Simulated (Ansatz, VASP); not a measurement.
# Sr5AlO2 in VASP and in Ansatz

```xyz
8
Lattice="3.9483 2.2795 7.6623 -3.9483 2.2795 7.6623 0.0000 -4.5591 7.6623" Properties=species:S:1:pos:R:3 pbc="T T T"
Sr    0.0000    0.0000    7.6266
Sr    0.0000    0.0000   15.3603
Sr    0.0000   -2.2795    3.8311
Sr    1.9741    1.1398    3.8311
Sr   -1.9741    1.1398    3.8311
Al    0.0000    0.0000   11.4934
O     0.0000    0.0000   13.1736
O     0.0000    0.0000    9.8133
```

Alike in both runs: functional PBE; k mesh 3 × 3 × 3; occupations gaussian, width 0.2 eV; no spin polarisation.

Ansatz relaxed the structure, and its values are those at the end. VASP's run is a single point on that final structure, the one shown.

```csv
,VASP,Ansatz
version,VASP 6.6.1,Ansatz 0.2.0
potentials or method,"VASP PAW PBE potentials, release 64 (Sr_sv, Al, O), cutoff 520 eV","scalar-relativistic, plane waves, PAW"
valence electrons in the cell,65,65
```

Ansatz gave:

```
gap on the k mesh at the Fermi level (eV) : none
pressure (GPa)                            : 0.2
rms of the force components (eV/Å)        : 0.003
```

Estimate VASP's values.

gap on the k mesh at the Fermi level (eV): none; pressure (GPa): 0.3; rms of the force components (eV/Å): 0.038.

A gap of «none» marks a metal or a gap that the smearing closes. With one functional, cell and mesh, what is left measures potentials, basis and numerics.
